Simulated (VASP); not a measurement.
# Ti: single point with PBE

Ti:

```
Ti
1.0
     2.92046    0.00000    0.00000
    -1.46023    2.52919    0.00000
     0.00000    0.00000    4.63374
Ti
2
Cartesian
  0.0000 1.6861 1.1584
  1.4602 0.8431 3.4753
```

```
Program             : VASP 6.6.1
Task                : single point
Functional          : PBE
Potentials or basis : VASP PAW PBE potentials, release 64 (Ti_sv)
Cutoff              : 520 eV
k mesh              : 18 × 18 × 10
Occupations         : fermi-dirac, width 0.15 eV
Spin                : no spin polarisation
```

```
Pressure               : 1.9 GPa
Band gap on the k mesh : zero (bands 12 and 13 overlap by 1.11 eV)
```

Levels at points of the mesh, in eV from the Fermi level:
| k point | band 10 | band 11 | band 12 | band 13 | band 14 | band 15 |
| --- | --- | --- | --- | --- | --- | --- |
| (0.00, 0.00, 0.00) | -2.68 | 0.83 | 0.83 | 0.84 | 0.95 | 1.34 |
| (0.50, 0.00, 0.00) | -2.16 | -1.83 | -0.56 | 0.55 | 0.69 | 1.24 |
| (0.00, 0.00, 0.50) | -4.33 | 0.13 | 0.13 | 0.74 | 0.74 | 0.74 |
| (0.50, 0.00, 0.50) | -2.54 | -0.79 | -0.79 | 1.41 | 1.41 | 1.82 |

Run time: 7.1 min on 1 thread of Intel Xeon 8259CL, on a shared host, peak memory 0.25 GiB.
